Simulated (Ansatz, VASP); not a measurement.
# Two plane-wave programs on BeBi2Se6

INCAR

```
SYSTEM = BeBi2Se6
  PREC = Accurate
  ENCUT = 600
  EDIFF = 1E-6
  ISMEAR = 0
  SIGMA = 0.1
  LREAL = .False.
  LASPH = .True.
  NELM = 100
  ALGO = Normal
  ISIF = 3
  LWAVE = .False.
  LCHARG = .False.
  GGA = PE
  IBRION = 2
  NSW = 90
  EDIFFG = -0.04
```

Contents of KPOINTS:

```
regular mesh
0
Gamma
  3 3 4
  0 0 0
```

Contents of POSCAR:

```
BeBi2Se6
1.0
    6.4550429000      0.0000000000      0.0000000000
   -3.2275214500      5.5902311300      0.0000000000
    0.0000000000      0.0000000000      5.4222360300
Be Bi Se
1 2 6
Direct
    0.0000000000      0.0000000000      0.5000000000
    0.3333333300      0.6666666700      0.7500000000
    0.6666666700      0.3333333300      0.2500000000
    0.8333333300      0.6666666700      0.7500000000
    0.3333333300      0.1666666700      0.7500000000
    0.8333333300      0.1666666700      0.7500000000
    0.1666666700      0.3333333300      0.2500000000
    0.6666666700      0.8333333300      0.2500000000
    0.1666666700      0.8333333300      0.2500000000
```

Input for Ansatz:

```yaml
crystal:
  lattice:
    - [6.4550429, 0.0, 0.0]
    - [-3.22752145, 5.59023113, 0.0]
    - [0.0, 0.0, 5.42223603]
  atoms:
    - { symbol: Be, position: [0.0, 0.0, 0.5] }
    - { symbol: Bi, position: [0.33333333, 0.66666667, 0.75] }
    - { symbol: Bi, position: [0.66666667, 0.33333333, 0.25] }
    - { symbol: Se, position: [0.83333333, 0.66666667, 0.75] }
    - { symbol: Se, position: [0.33333333, 0.16666667, 0.75] }
    - { symbol: Se, position: [0.83333333, 0.16666667, 0.75] }
    - { symbol: Se, position: [0.16666667, 0.33333333, 0.25] }
    - { symbol: Se, position: [0.66666667, 0.83333333, 0.25] }
    - { symbol: Se, position: [0.16666667, 0.83333333, 0.25] }
basis:
  ecutwfc: 420
kpoints:
  mp_grid: { grid: [3, 3, 4] }
hamiltonian:
  xc: pbe
scf:
  occupations: { method: gaussian, width: 0.1 }
  lower_state_search: "off"
output:
  forces: true
  stress: true
  eigenvalues: true
relax:
  adjacent_minimum: "off"
  f_tol: 0.04
  max_steps: 70
  cell: { stress_tol: 0.4 }
```

Alike in both runs: task relaxation of cell and atoms; functional PBE; k mesh 3 × 3 × 4; occupations gaussian, width 0.1 eV; no spin polarisation.

|  | VASP | Ansatz |
| --- | --- | --- |
| version | VASP 6.6.1 | Ansatz 0.2.0 |
| potentials or method | VASP PAW PBE potentials, release 64 (Be, Bi_d, Se), cutoff 600 eV | scalar-relativistic, plane waves, PAW |
| valence electrons in the cell | 68 | 128 |

Ansatz gave:

| Item | Value |
| --- | --- |
| gap on the k mesh at the Fermi level, each at its own relaxed structure (eV) | none |
| relaxed volume (Å³/atom) | 23.78 |
| relaxed length of the cell vector where the two differ most in proportion (Å) | 5.372 |

Question: What did VASP give for the same quantities?

Answer: gap on the k mesh at the Fermi level, each at its own relaxed structure (eV): none; relaxed volume (Å³/atom): 23.30; relaxed length of the cell vector where the two differ most in proportion (Å): 4.561.

A gap of «none» marks a metal or a gap that the smearing closes. One of these differences is far larger than is usual between the two programs; its cause wasn't traced. VASP's potentials hold 68 valence electrons a cell and Ansatz's 128, so a difference there can come from the potentials and not from the codes.

The k mesh is coarse, so the values compare programs but aren't converged. Spin-orbit coupling is off throughout.
